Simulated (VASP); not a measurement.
# Rh (I4/mmm) in VASP: notebook, part 2 of 2

VASP 6.6.1. Earlier steps stand in the parts before.

## 4. Single point, LDA (strain +0.0200 x Voigt [1, 0, 0, 0, 0, 0])

The input, INCAR:

```
ALGO     = Fast           # electronic algorithm
EDIFF    = 1E-7           # SCF threshold, eV
ENCUT    = 520            # plane-wave cutoff, eV
ISIF     = 2              # what is computed and relaxed
ISMEAR   = 0              # smearing method
LASPH    = T              # aspherical terms in the spheres
LCHARG   = F              # write CHGCAR
LREAL    = F              # projectors in reciprocal space
LWAVE    = F              # write WAVECAR
NBANDS   = 14             # bands
NELM     = 100            # most SCF steps
PREC     = Accurate       # precision mode
SIGMA    = 0.15           # smearing width, eV
```

The input, KPOINTS:

```
k-points
0
Gamma
  22 22 22
```

The input, POSCAR:

```
Rh
1.0
    0.0000000000      1.9015500000      1.9015500000
    1.9395810000      0.0000000000      1.9015500000
    1.9395810000      1.9015500000      0.0000000000
Rh
1
Direct
    0.0000000000      0.0000000000      0.0000000000
```

Potentials or basis: VASP PAW LDA potentials, release 64 (Rh_pv).

Launch:

```
$ cat potpaw_LDA.64/Rh_pv/POTCAR > POTCAR
$ mpirun -np 1 vasp_std > vasp.out
```

OUTCAR:

```text
EDIFF = 1E-7
   ENCUT = 520
   ISIF = 2
   ISMEAR = 0
   LASPH = T
   LREAL = F
   NELM = 100
   PREC = Accurate

 ion  position               nearest neighbor table
   1  0.000  0.000  0.000-

  LATTYP: Found a body centered tetragonal cell.
 ALAT       =     2.6891977995
 C/A-ratio  =     1.4424978336

  Lattice vectors:

 A1 = (   1.9395810000,   0.0000000000,   1.9015500000)
 A2 = (   1.9395810000,   0.0000000000,  -1.9015500000)
 A3 = (  -1.9395810000,   1.9015500000,   0.0000000000)

Analysis of symmetry for initial positions (statically):
=====================================================================
 Subroutine PRICEL returns:
 Original cell was already a primitive cell.

 Routine SETGRP: Setting up the symmetry group for a
 body centered tetragonal supercell.

 Subroutine GETGRP returns: Found 16 space group operations
 (whereof 16 operations were pure point group operations)
 out of a pool of 16 trial point group operations.

The static configuration has the point symmetry D_4h.

Analysis of symmetry for dynamics (positions and initial velocities):
=====================================================================
[... 163 lines left out ...]

 k-point     1 :       0.0000    0.0000    0.0000
  band No.  band energies     occupation
      1     -34.7976      2.00000
      2     -34.7870      2.00000
      3     -34.7870      2.00000
      4       3.4589      2.00000
      5       8.1853      2.00000
      6       8.3982      2.00000
      7       8.3982      2.00000
      8      10.2543      2.00000
      9      10.5118      2.00000
     10      27.3134      0.00000
     11      31.7421      0.00000
     12      32.2136      0.00000
     13      32.7921      0.00000
     14      32.7921      0.00000
[... 377 lines left out ...]
      1     -35.4758      2.00000
      2     -34.9041      2.00000
      3     -34.8813      2.00000
      4       5.4055      2.00000
      5       8.1817      2.00000
      6       8.3648      2.00000
      7      11.0792      1.98485
      8      11.8339      0.00000
      9      12.7771      0.00000
     10      19.9026      0.00000
     11      26.9535      0.00000
     12      31.7408      0.00000
     13      31.9945      0.00000
     14      32.4082      0.00000

 [... further k-points ...]
[... 5 lines left out ...]
  --------------------------------------------------------------------------------------
  -------------------------------------------------------------------------------------
  Total       -1.6035916     -1.1978842     -1.1978842      0.0000000      0.0000000      0.0000000
  in kB     -183.1685587   -136.8270590   -136.8270590      0.0000000      0.0000000      0.0000000
  external PRESSURE =    -152.2742256 kB  Pullay stress =       0.0000000 kB

 VOLUME and BASIS-vectors are now :
 -----------------------------------------------------------------------------
  energy-cutoff  :      520.00
  volume of cell :       14.03
      direct lattice vectors                 reciprocal lattice vectors
     0.000000000  1.901550000  1.901550000    -0.257787636  0.262943388  0.262943388
     1.939581000  0.000000000  1.901550000     0.257787636 -0.262943388  0.262943388
     1.939581000  1.901550000  0.000000000     0.257787636  0.262943388 -0.262943388

 POSITION                                       TOTAL-FORCE (eV/Angst)
 -----------------------------------------------------------------------------------
      0.00000      0.00000      0.00000        -0.000000      0.000000      0.000000
 -----------------------------------------------------------------------------------
    total drift:                                0.000000     -0.000000      0.000000

  FREE ENERGIE OF THE ION-ELECTRON SYSTEM (eV)
  ---------------------------------------------------
  free  energy   TOTEN  =        -8.6502917297 eV

  energy  without entropy=       -8.6348301292  energy(sigma->0) =       -8.64256093
```

Wall time 61 s (1 thread of Intel Xeon 6975P-C (Granite Rapids), shared host); peak memory 0.24 GiB.

Results:

* Free energy: -8.6503 eV
* Pressure: -15.2 GPa

Stress tensor (GPa, compression positive):
```
-18.32   0.00   0.00
  0.00 -13.68   0.00
  0.00   0.00 -13.68
```

Caveat: the cell differs from its parent crystal (strain +0.0200 x Voigt [1, 0, 0, 0, 0, 0]).

## 5. Single point, LDA (strain +0.0300 x Voigt [1, 0, 0, 0, 0, 0])

The input, INCAR:

```
ALGO = Fast
EDIFF = 1E-7
ENCUT = 520
GGA = CA
ISIF = 2
ISMEAR = 0
LASPH = True
LCHARG = True
LELF = True
LREAL = False
LVHAR = True
LWAVE = False
NBANDS = 14
NELM = 80
PREC = Accurate
SIGMA = 0.15
```

KPOINTS is that of step 4.

The input, POSCAR:

```
Rh
1.0
    0.0000000000      1.9015500000      1.9015500000
    1.9585965000      0.0000000000      1.9015500000
    1.9585965000      1.9015500000      0.0000000000
Rh
1
Direct
    0.0000000000      0.0000000000      0.0000000000
```

Launch:

```
$ cat potpaw_LDA.64/Rh_pv/POTCAR > POTCAR
$ mpirun -np 1 vasp_std > vasp.out
```

Wall time 60 s (1 thread of Intel Xeon 6975P-C (Granite Rapids), shared host); peak memory 0.24 GiB.

Results (log left out):

* Free energy: -8.6331 eV
* Pressure: -17.4 GPa

Stress tensor (GPa, compression positive):
```
-21.89   0.00   0.00
  0.00 -15.15   0.00
  0.00   0.00 -15.15
```

Levels at points of the mesh, in eV from the Fermi level:
```tsv
k point	band 3	band 4	band 5	band 6	band 7	band 8	band 9	band 10	band 11	band 12
(0.00, 0.00, 0.00)	-46.10	-7.81	-3.17	-2.86	-2.86	-1.13	-0.75	15.99	20.43	20.65
(0.50, 0.00, 0.00)	-46.18	-5.92	-3.18	-2.86	0.48	0.63	0.74	8.29	15.46	20.43
(0.50, 0.50, 0.00)	-46.35	-6.06	-5.72	0.52	0.81	1.09	3.38	12.14	12.73	13.01
(0.00, 0.50, 0.50)	-46.33	-6.06	-5.71	0.56	0.92	0.92	2.77	11.33	13.40	13.40
```

Caveat: the cell differs from its parent crystal (strain +0.0300 x Voigt [1, 0, 0, 0, 0, 0]).

## 6. Overview

| cell | further INCAR settings | gap on the mesh (eV) | pressure (GPa) |
| --- | --- | --- | --- |
| a = 2.689, b = 2.676, c = 2.676 Å, angles 60.3, 59.8, 59.8°, 1 atom | ALGO = Fast; EDIFF = 1e-06; NBANDS = 14 | none | -7.6 |
| a = 2.689, b = 2.703, c = 2.703 Å, angles 59.7, 60.2, 60.2°, 1 atom | ALGO = Fast; EDIFF = 1e-06; NBANDS = 14 | none | -12.8 |
| a = 2.689, b = 2.716, c = 2.716 Å, angles 59.3, 60.3, 60.3°, 1 atom | ALGO = Fast; EDIFF = 1e-07; NBANDS = 14 | none | -15.2 |
| a = 2.689, b = 2.730, c = 2.730 Å, angles 59.0, 60.5, 60.5°, 1 atom | ALGO = Fast; EDIFF = 1e-07; NBANDS = 14 | none | -17.4 |

Alike in all rows: task single point; level LDA; potentials or basis VASP PAW LDA potentials, release 64 (Rh_pv); no spin polarisation; k mesh 22 × 22 × 22; cutoff (eV) 520; smearing gaussian 0.15 eV.

Total energies depend on the potentials used, so only differences within one code and one set of settings carry meaning.
